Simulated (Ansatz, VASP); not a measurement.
SnO2 in VASP and in Ansatz

```
Sn O
1.0
     4.75994    0.00000    0.00000
     0.00000    4.75994    0.00000
     0.00000    0.00000    3.13670
Sn O
2 4
Direct
  0.50000 0.50000 0.50000
  0.00000 0.00000 0.00000
  0.30495 0.30495 0.00000
  0.80495 0.19505 0.50000
  0.19505 0.80495 0.50000
  0.69505 0.69505 0.00000
```

Change from the starting cell: strain along c alone, the other axes held, atoms relaxed: -2.0 %.

Alike in both runs: functional r2SCAN; k mesh 6 × 6 × 8; occupations gaussian, width 0.02 eV; no spin polarisation.

Ansatz relaxed the structure, and its values are those at the end. VASP's run is a single point on that final structure, the one shown.

|  | VASP | Ansatz |
| --- | --- | --- |
| version | VASP 6.6.1 | Ansatz 0.2.0 |
| potentials or method | VASP PAW PBE potentials, release 64 (Sn_d, O), cutoff 520 eV | scalar-relativistic, plane waves, PAW |
| valence electrons in the cell | 52 | 52 |

|  | VASP | Ansatz | Ansatz less VASP |
| --- | --- | --- | --- |
| gap on the k mesh at the Fermi level (eV) | 2.08 | 2.05 | -0.028 |
| least direct gap on the mesh (eV) | 2.08 | 2.05 | -0.028 |
| pressure (GPa) | 6.5 | 5.2 | -1.22 |
| rms of the force components (eV/Å) | 0.018 | 0.000 | -0.0180 |

VASP's potentials were made for PBE, not for r2SCAN. Ansatz's warnings: stress scf threshold loose.
